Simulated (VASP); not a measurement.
Input of a VASP 6.6.1 run:

INCAR

```
SYSTEM = AlN
PREC = Accurate
ENCUT = 520
EDIFF = 1E-7
ISMEAR = 0
SIGMA = 0.05
LREAL = .False.
LASPH = .True.
NELM = 100
ALGO = Normal
ISIF = 2
LWAVE = .False.
LCHARG = .False.
GGA = PE
NBANDS = 26
```

KPOINTS

```
Automatic mesh
0
Gamma
  8 6 4
  0 0 0
```

Contents of POSCAR:

```
AlN
1.0
   -1.6567491617      2.8695737234      0.0000000000
    0.0000000000      0.0000000000      4.1874629526
    4.9702474850      2.8695737234      0.0000000000
Al N
4 4
Direct
    0.7267925709      0.7500000000      0.1155099388
    0.0000000000      0.7500000000      0.6666666667
    0.0000000000      0.2500000000      0.3333333333
    0.5000000000      0.2500000000      0.8333333333
    0.5000000000      0.2500000000      0.1666666667
    0.0000000000      0.2500000000      0.6666666667
    0.0000000000      0.7500000000      0.3333333333
    0.5000000000      0.7500000000      0.8333333333
```

Potentials or basis: VASP PAW PBE potentials, release 64 (Al, N).

Launch:

```bash
$ cat potpaw_PBE.64/Al/POTCAR potpaw_PBE.64/N/POTCAR > POTCAR
$ mpirun -np 1 vasp_std > vasp.out
```

Question: Predict the pressure.

Answer: 12.4 GPa.

Question: Estimate the band gap on the k mesh.

Answer: 1.77 eV, direct.

Stress tensor (GPa, compression positive):
```
 7.53 16.52  0.00
16.52 27.39  0.00
 0.00  0.00  2.38
```

Caveat: the cell differs from its parent crystal (atom 1 (Al) moved by -0.630 Å along [1 0 0] and +0.504 Å along [1 2 0]); forces of over 1 eV/Å act on the atoms, so gaps and moduli don't describe the material at rest. A k mesh can miss the band edges.
